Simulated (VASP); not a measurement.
Set up this calculation in VASP 6.6.1, as the native input.

* Task: single point
* Functional: PBE
* Potentials or basis: VASP PAW PBE potentials, release 64 (Cd, S)
* Cutoff: 520 eV
* k mesh: 12 × 12 × 12
* Occupations: gaussian, width 0.01 eV
* Spin: no spin polarisation
* Dipole correction: no
* Further INCAR settings: ALGO = Normal; EDIFF = 1e-06; NBANDS = 16

The structure of CdS lies in POSCAR:

```
CdS
1.0
    0.0000000000      2.7747033997      2.7747033997
    2.7747033997      0.0000000000      2.7747033997
    2.7747033997      2.7747033997      0.0000000000
Cd S
1 1
Direct
    0.0000000000      0.0000000000      0.0000000000
    0.5000000000      0.5000000000      0.5000000000
```

These files were run (other wordings do the same):

INCAR

```
SYSTEM = CdS
PREC     = Accurate       ! precision mode
ENCUT    = 520            ! plane-wave cutoff, eV
EDIFF    = 1E-6           ! SCF threshold, eV
ISMEAR   = 0              ! smearing method
SIGMA    = 0.01           ! smearing width, eV
LREAL    = .FALSE.        ! projectors in reciprocal space
LASPH    = .TRUE.         ! aspherical terms in the spheres
NELM     = 100            ! most SCF steps
ALGO     = Normal         ! electronic algorithm
ISIF     = 2              ! what is computed and relaxed
LWAVE    = .FALSE.        ! write WAVECAR
LCHARG   = .FALSE.        ! write CHGCAR
GGA      = PE             ! functional
NBANDS   = 16             ! bands
```

KPOINTS

```
Automatic mesh
0
G
  12 12 12
  0 0 0
```

Potentials or basis: VASP PAW PBE potentials, release 64 (Cd, S).

Command:

```console
$ cat potpaw_PBE.64/Cd/POTCAR potpaw_PBE.64/S/POTCAR > POTCAR
$ mpirun -np 1 vasp_std > vasp.out
```

Results of the run:

```
Pressure               : -1.7 GPa
Band gap on the k mesh : 0.24 eV (least direct gap 1.38 eV)
```

Caveat: semilocal functionals underestimate gaps, and a narrow one can read as zero.

Run time: 28 s on 1 thread of Intel(R) Xeon(R) Platinum 8488C (Sapphire Rapids), with other jobs on the host, peak memory 0.19 GiB.
